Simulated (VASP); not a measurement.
Pd:

```
Pd
1.0
     2.78367    0.00000    0.00000
    -1.39183    2.41072    0.00000
     0.00000    0.00000    4.62889
Pd
2
Direct
  0.33333 0.66667 0.25000
  0.66667 0.33333 0.75000
```

Program: VASP 6.6.1. Alike in all runs: task single point; no spin polarisation; cell as given; cutoff (eV) 520.

Question: Order these runs on this cell by their pressure, lowest first.
A. level PBE; potentials or basis VASP PAW PBE potentials, release 64 (Pd); k mesh 11 × 11 × 6; smearing gaussian 0.012 eV
B. level r2SCAN; potentials or basis VASP PAW PBE potentials, release 64 (Pd); k mesh 11 × 11 × 6; smearing fermi-dirac 0.05 eV
C. level LDA; potentials or basis VASP PAW LDA potentials, release 64 (Pd); k mesh 6 × 6 × 4; smearing fermi-dirac 0.05 eV
D. level PBEsol; potentials or basis VASP PAW PBE potentials, release 64 (Pd); k mesh 6 × 6 × 4; smearing fermi-dirac 0.05 eV
E. level HSE06; potentials or basis VASP PAW PBE potentials, release 64 (Pd); k mesh 6 × 6 × 3; smearing fermi-dirac 0.05 eV; grid for exact exchange (PRECFOCK) Normal; screening parameter 0.2079 1/Å

Answer: C (-16.0 GPa), D (-11.2 GPa), E (-7.0 GPa), B (-5.2 GPa), A (-1.8 GPa).

Caveats: some runs use coarse meshes; the PAW data sets were made with another functional, which shifts forces and pressure a little (some runs).
